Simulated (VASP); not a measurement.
GaSe3, 4 atoms in the cell. It takes space group Im-3m (No. 229, cubic). The conventional cell has a = 6.123 Å, b = 6.123 Å, c = 6.123 Å, α = 90.00°, β = 90.00°, γ = 90.00°. Within 4.0 Å of Ga (site symmetry m-3m) lie 6 Se at 3.06 Å. Within 4.0 Å of Se (site symmetry 4/mmm) lie 2 Ga at 3.06 Å and 4 Se at 3.06 Å. 

* Program: VASP 6.6.1
* Task: relaxation of cell and atoms
* Functional: PBE
* Potentials or basis: VASP PAW PBE potentials, release 64 (Ga_d, Se)
* Cutoff: 600 eV
* k mesh: 4 × 4 × 4
* Occupations: gaussian, width 0.1 eV
* Spin: no spin polarisation
* Dipole correction: no
* Further INCAR settings: ALGO = Normal; EDIFF = 1e-07; IBRION = 2; EDIFFG = -0.04; NSW = 90; ISIF = 3

Potentials or basis: VASP PAW PBE potentials, release 64 (Ga_d, Se).

Launch:

```sh
$ cat potpaw_PBE.64/Ga_d/POTCAR potpaw_PBE.64/Se/POTCAR > POTCAR
$ mpirun -np 1 vasp_std > vasp.out
```

Hardware: 1 thread of Intel(R) Xeon(R) 6975P-C (Granite Rapids) (shared host).

Q: How long does it take, and how much memory?

A: Wall time 38 s on 1 thread of Intel(R) Xeon(R) 6975P-C (Granite Rapids), with other jobs on the host, peak memory 0.27 GiB. Counts: scf iterations 35, k points 8, ion steps 3.
